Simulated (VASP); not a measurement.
# InSb (Pmmn) in VASP: a series of runs

Runs on InSb. Level: PBE+D3(BJ). Tasks: single point.

All numbers are computed with VASP 6.6.1; they aren't measurements. Logs are shortened: lines on timing, memory, paths and dates and some standing lists are left out, and cuts for length are marked.

### Step 1. The cell of the first run

The typed cell holds 4 atoms: a = 5.653 Å, b = 5.655 Å, c = 3.424 Å, α = 90.00°, β = 90.00°, γ = 90.00°.

### Step 2. Single point, PBE+D3(BJ) (volume scaled by 1.02)

INCAR

```
  PREC = Accurate
  ENCUT = 520
  EDIFF = 1E-6
  ISMEAR = 0
  SIGMA = 0.05
  LREAL = F
  LASPH = T
  NELM = 80
  ALGO = Normal
  ISIF = 2
  LWAVE = F
  LCHARG = T
  GGA = PE
  IVDW = 12
  LELF = T
  LVHAR = T
  NBANDS = 26
```

KPOINTS

```
Automatic mesh
0
Gamma
  4 4 8
```

POSCAR

```
InSb
1.0
    5.6528855752      0.0000000000      0.0000000000
    0.0000000000      5.6545304972      0.0000000000
    0.0000000000      0.0000000000      3.4244963961
In Sb
2 2
Direct
    0.0000000000      0.0000000000      0.0005277674
    0.5000000000      0.5000000000     -0.0005277674
    0.5000000000      0.0000000000      0.6644501378
    0.0000000000      0.5000000000      0.3355498622
```

Potentials or basis: VASP PAW PBE potentials, release 64 (In_d, Sb).

Command:

```console
$ cat potpaw_PBE.64/In_d/POTCAR potpaw_PBE.64/Sb/POTCAR > POTCAR
$ mpirun -np 1 vasp_std > vasp.out
```

OUTCAR:

```text
PREC = Accurate
   ENCUT = 520
   EDIFF = 1E-6
   ISMEAR = 0
   LREAL = F
   LASPH = T
   NELM = 80
   ISIF = 2
   GGA = PE
   IVDW = 12
 IVDW          = 12

 ion  position               nearest neighbor table
   1  0.000  0.000  0.001-   4 3.05   4 3.05   3 3.05   3 3.05   3 3.63   3 3.63   4 3.63   4 3.63
                             2 4.00   2 4.00   2 4.00   2 4.00
   2  0.500  0.500  0.999-   3 3.05   3 3.05   4 3.05   4 3.05   4 3.63   4 3.63   3 3.63   3 3.63
                             1 4.00   1 4.00   1 4.00   1 4.00
   3  0.500  0.000  0.664-   2 3.05   2 3.05   1 3.05   1 3.05   1 3.63   1 3.63   2 3.63   2 3.63

   4  0.000  0.500  0.336-   1 3.05   1 3.05   2 3.05   2 3.05   2 3.63   2 3.63   1 3.63   1 3.63

  LATTYP: Found a simple orthorhombic cell.
 ALAT       =     3.4244963961
 B/A-ratio  =     1.6507202582
 C/A-ratio  =     1.6512005980

  Lattice vectors:

 A1 = (   0.0000000000,   0.0000000000,   3.4244963961)
 A2 = (   5.6528855752,   0.0000000000,   0.0000000000)
 A3 = (   0.0000000000,   5.6545304972,   0.0000000000)

Analysis of symmetry for initial positions (statically):
=====================================================================
 Subroutine PRICEL returns:
 Original cell was already a primitive cell.

 Routine SETGRP: Setting up the symmetry group for a
 simple orthorhombic supercell.

 Subroutine GETGRP returns: Found  8 space group operations
 (whereof  4 operations were pure point group operations)
 out of a pool of  8 trial point group operations.

The static configuration has the point symmetry C_2v.
 The point group associated with its full space group is D_2h.

Analysis of symmetry for dynamics (positions and initial velocities):
=====================================================================
 Subroutine PRICEL returns:
 Original cell was already a primitive cell.

 Routine SETGRP: Setting up the symmetry group for a
 simple orthorhombic supercell.

 Subroutine GETGRP returns: Found  8 space group operations
 (whereof  4 operations were pure point group operations)
 out of a pool of  8 trial point group operations.

The dynamic configuration has the point symmetry C_2v.
 The point group associated with its full space group is D_2h.

 Subroutine INISYM returns: Found  8 space group operations
 (whereof  4 operations are pure point group operations),
 and found     1 'primitive' translations

----------------------------------------------------------------------------------------

                                     Primitive cell

  volume of cell :     109.4620

  direct lattice vectors                    reciprocal lattice vectors
     5.652885575  0.000000000  0.000000000     0.176900803  0.000000000  0.000000000
     0.000000000  5.654530497  0.000000000     0.000000000  0.176849342  0.000000000
     0.000000000  0.000000000  3.424496396     0.000000000  0.000000000  0.292013740

  length of vectors
     5.652885575  5.654530497  3.424496396     0.176900803  0.176849342  0.292013740

  position of ions in fractional coordinates (direct lattice)
     0.000000000  0.000000000  0.000527767
     0.500000000  0.500000000  0.999472233
     0.500000000  0.000000000  0.664450138
     0.000000000  0.500000000  0.335549862

  ion indices of the primitive-cell ions
   primitive index   ion index
                 1           1
                 2           2
                 3           3
                 4           4

----------------------------------------------------------------------------------------

 KPOINTS: Automatic mesh

Automatic generation of k-mesh.
 Grid dimensions read from file:
 generate k-points for:    4    4    8

 Generating k-lattice:

  Cartesian coordinates                     Fractional coordinates (reciprocal lattice)
     0.044225201  0.000000000  0.000000000     0.250000000  0.000000000  0.000000000
     0.000000000  0.044212336  0.000000000     0.000000000  0.250000000  0.000000000
     0.000000000  0.000000000  0.036501717     0.000000000  0.000000000  0.125000000

  Length of vectors
     0.044225201  0.044212336  0.036501717

  Shift w.r.t. Gamma in fractional coordinates (k-lattice)
     0.000000000  0.000000000  0.000000000

 Subroutine IBZKPT returns following result:
 ===========================================

 Found     45 irreducible k-points:

 Following reciprocal coordinates:
            Coordinates               Weight
  0.000000  0.000000  0.000000      1.000000
  0.250000  0.000000  0.000000      2.000000
  0.500000  0.000000  0.000000      1.000000
  0.000000  0.250000  0.000000      2.000000
  0.250000  0.250000  0.000000      4.000000
  0.500000  0.250000  0.000000      2.000000
[... 16 lines left out ...]
  0.250000  0.250000  0.250000      8.000000
  0.500000  0.250000  0.250000      4.000000
 [... further k-points ...]
   k-points           NKPTS =     45   k-points in BZ     NKDIM =     45   number of bands    NBANDS=     26
   number of dos      NEDOS =    301   number of ions     NIONS =      4
   total plane-waves  NPLWV =  49392
   dimension x,y,z NGX =    42 NGY =   42 NGZ =   28
   dimension x,y,z NGXF=    84 NGYF=   84 NGZF=   56
   ions per type =               2   2
   NGX,Y,Z   is equivalent  to a cutoff of  12.35, 12.35, 13.59 a.u.
   NGXF,Y,Z  is equivalent  to a cutoff of  24.70, 24.70, 27.19 a.u.
 SYSTEM =  unknown system
   PREC   = accura    normal or accurate (medium, high low for compatibility)
   ISTART =      0    job   : 0-new  1-cont  2-samecut
   ICHARG =      2    charge: 1-file 2-atom 10-const
   ISPIN  =      1    spin polarized calculation?
   LNONCOLLINEAR =      F non collinear calculations
   LSORBIT =      F    spin-orbit coupling
   LASPH  =      T    aspherical Exc in radial PAW
   ENCUT  =  520.0 eV  38.22 Ry    6.18 a.u.  10.51 10.51  6.37*2*pi/ulx,y,z
   NELM   =     80;   NELMIN=  2; NELMDL= -5     # of ELM steps
   EDIFF  = 0.1E-05   stopping-criterion for ELM
   LREAL  =      F    real-space projection
   EDIFFG = 0.1E-04   stopping-criterion for IOM
   NSW    =      0    number of steps for IOM
   IBRION =     -1    ionic relax: 0-MD 1-quasi-New 2-CG
   NFREE  =      0    steps in history (QN), initial steepest desc. (CG)
   ISIF   =      2    stress and relaxation
   ISYM   =      2    0-nonsym 1-usesym 2-fastsym
   POTIM  = 0.5000    time-step for ionic-motion
   TEBEG  =    0.0;   TEEND  =   0.0 temperature during run
   PSTRESS=    0.0 pullay stress
   NELECT =      36.0000    total number of electrons
   NUPDOWN=      -1.0000    fix difference up-down
   EMIN   =  10.00;   EMAX   =-10.00  energy-range for DOS
   EFERMI =   0.00;   METHOD = LEGACY
   ISMEAR =     0;   SIGMA  =   0.05  broadening in eV -4-tet -1-fermi 0-gaus
   EFERMI_NEDOS =   21; number of points for ismear=-14 and -15
   IALGO  =     38    algorithm
   IMIX   =      4    mixing-type and parameters
     AMIX     =   0.40;   BMIX     =  1.00
     AMIX_MAG =   1.60;   BMIX_MAG =  1.00
  volume/ion in A,a.u.               =      27.37       184.67
  Fermi-wavevector in a.u.,A,eV,Ry     =   1.130024  2.135437 17.374031  1.276955
  Thomas-Fermi vector in A             =   2.266720
   LORBIT       =      0    0 simple, 1 ext, 2 COOP (PROOUT), +10 PAW based schemes
   GGA     = PE    functional components
   LHFCALC =     F    Hartree Fock is set to
   AEXX    =    0.0000 exact exchange contribution
   IVDW    =    12    specifies the selected vdW correction
   LEPSILON=     F    determine dielectric tensor
   LRPA    =     F    only Hartree local field effects (RPA)
 non-spin polarized calculation
 Gauss-broadening in eV      SIGMA  =   0.05
  energy-cutoff  :      520.00
  volume of cell :      109.46
 maximum number of plane-waves:      2969
   NGX = 21   NGY = 21   NGZ = 13

 number of electron      35.9999984 magnetization

 Free energy of the ion-electron system (eV)
  ---------------------------------------------------
  ext. energy  EPLUGINS =         0.00000000
  ---------------------------------------------------
  free energy    TOTEN  =       -13.36386209 eV

  energy without entropy =      -13.36109289  energy(sigma->0) =      -13.36247749

 E-fermi :   7.5441     XC(G=0): -10.0505

 val. band max:        7.5299174149   @ k =   0.0000   0.2500   0.3750
 cond. band min:       7.5824583142   @ k =   0.5000   0.5000   0.1250
 fundamental gap:      0.0525408993
 Fermi energy:         7.5440717230

 k-point     1 :       0.0000    0.0000    0.0000
  band No.  band energies     occupation
      1      -7.1948      2.00000
      2      -7.1798      2.00000
      3      -7.1494      2.00000
      4      -7.0649      2.00000
      5      -7.0188      2.00000
      6      -6.9918      2.00000
[... 18 lines left out ...]
     25      14.8274      0.00000
     26      15.0141      0.00000

 k-point     2 :       0.2500    0.0000    0.0000
  band No.  band energies     occupation
      1      -7.1864      2.00000
      2      -7.1564      2.00000
      3      -7.1476      2.00000
      4      -7.0496      2.00000
      5      -7.0342      2.00000
      6      -6.9894      2.00000
[... 18 lines left out ...]
     25      14.7891      0.00000
     26      15.1575      0.00000

 k-point     3 :       0.5000    0.0000    0.0000
  band No.  band energies     occupation
      1      -7.1693      2.00000
      2      -7.1693      2.00000
      3      -7.0840      2.00000
      4      -7.0840      2.00000
      5      -7.0106      2.00000
      6      -7.0106      2.00000
[... 18 lines left out ...]
     25      14.3129      0.00000
     26      14.3129      0.00000

 k-point     4 :       0.0000    0.2500    0.0000
  band No.  band energies     occupation
      1      -7.1864      2.00000
      2      -7.1561      2.00000
      3      -7.1478      2.00000
      4      -7.0496      2.00000
      5      -7.0342      2.00000
      6      -6.9894      2.00000
[... 18 lines left out ...]
     25      14.7879      0.00000
     26      15.2059      0.00000

 k-point     5 :       0.2500    0.2500    0.0000
  band No.  band energies     occupation
      1      -7.1813      2.00000
      2      -7.1585      2.00000
      3      -7.1244      2.00000
      4      -7.0409      2.00000
      5      -7.0381      2.00000
      6      -6.9956      2.00000
[... 18 lines left out ...]
     25      13.9503      0.00000
     26      14.3777      0.00000

 k-point     6 :       0.5000    0.2500    0.0000
  band No.  band energies     occupation
      1      -7.1696      2.00000
      2      -7.1696      2.00000
      3      -7.0736      2.00000
      4      -7.0736      2.00000
      5      -7.0099      2.00000
      6      -7.0099      2.00000
[... 427 lines left out ...]
 k-point    21 :       0.5000    0.0000    0.2500
  band No.  band energies     occupation
      1      -7.0798      2.00000
      2      -7.0798      2.00000
      3      -7.0442      2.00000
      4      -7.0442      2.00000
      5      -7.0389      2.00000
      6      -7.0389      2.00000
[... 18 lines left out ...]
     25      12.7262      0.00000
     26      12.7262      0.00000

 k-point    22 :       0.0000    0.2500    0.2500
  band No.  band energies     occupation
      1      -7.1253      2.00000
      2      -7.0722      2.00000
      3      -7.0506      2.00000
      4      -7.0490      2.00000
      5      -7.0416      2.00000
      6      -7.0323      2.00000
[... 18 lines left out ...]
     25      13.0496      0.00000
     26      13.2848      0.00000

 k-point    23 :       0.2500    0.2500    0.2500
  band No.  band energies     occupation
      1      -7.1070      2.00000
      2      -7.0707      2.00000
      3      -7.0594      2.00000
      4      -7.0453      2.00000
      5      -7.0401      2.00000
      6      -7.0374      2.00000
[... 18 lines left out ...]
     25      13.4954      0.00000
     26      13.7756      0.00000

 k-point    24 :       0.5000    0.2500    0.2500
  band No.  band energies     occupation
      1      -7.0749      2.00000
      2      -7.0749      2.00000
      3      -7.0548      2.00000
      4      -7.0548      2.00000
      5      -7.0498      2.00000
      6      -7.0498      2.00000
[... 18 lines left out ...]
     25      13.0991      0.00000
     26      13.0991      0.00000

 [... further k-points ...]

------------------------ aborting loop because EDIFF is reached ----------------------------------------

 Edisp (eV)   -1.66213

 E8    (eV) :    -0.7980

  FORCE on cell =-STRESS in cart. coord.  units (eV):
  Direction    XX          YY          ZZ          XY          YZ          ZX
  --------------------------------------------------------------------------------------
  -------------------------------------------------------------------------------------
  Total      -0.83346    -0.83497    -0.84733     0.00000     0.00000     0.00000
  in kB     -12.19917   -12.22129   -12.40227     0.00000     0.00000     0.00000
  external pressure =      -12.27 kB  Pullay stress =        0.00 kB

 VOLUME and BASIS-vectors are now :
 -----------------------------------------------------------------------------
  energy-cutoff  :      520.00
  volume of cell :      109.46
      direct lattice vectors                 reciprocal lattice vectors
     5.652885575  0.000000000  0.000000000     0.176900803  0.000000000  0.000000000
     0.000000000  5.654530497  0.000000000     0.000000000  0.176849342  0.000000000
     0.000000000  0.000000000  3.424496396     0.000000000  0.000000000  0.292013740

 POSITION                                       TOTAL-FORCE (eV/Angst)
 -----------------------------------------------------------------------------------
      0.00000      0.00000      0.00181         0.000000      0.000000     -0.000500
      2.82644      2.82727      3.42269         0.000000      0.000000      0.000500
      2.82644      0.00000      2.27541         0.000000      0.000000     -0.003304
      0.00000      2.82727      1.14909         0.000000      0.000000      0.003304
 -----------------------------------------------------------------------------------
    total drift:                                0.000000      0.000000     -0.000000

  FREE ENERGIE OF THE ION-ELECTRON SYSTEM (eV)
  ---------------------------------------------------
  free  energy   TOTEN  =       -15.0259894790 eV

  energy  without entropy=      -15.0232202800  energy(sigma->0) =      -15.02460488
```

It took 59 s on 1 thread of Intel Xeon 6975P-C (Granite Rapids), shared host; peak memory 0.28 GiB.

Results:

| Property | Result |
| --- | --- |
| Free energy | -15.0260 eV |
| Pressure | -1.2 GPa |
| Largest force | 0.003 eV/Å |
| Band gap on the k mesh | zero (band 18 reaches 9.50 eV, above the bottom of band 19 at 6.15 eV) |
| Dispersion energy per atom | -0.416 eV |

Forces on the atoms (eV/Å):
```
In   0.000  0.000 -0.001
In   0.000  0.000  0.001
Sb   0.000  0.000 -0.003
Sb   0.000  0.000  0.003
```

Caveat: three body term missing; spin-orbit coupling is left out, which moves the levels of the heavy elements; pairwise dispersion overbinds metals, which lowers pressure and volume.

(Part 1 of 2 ends here.)
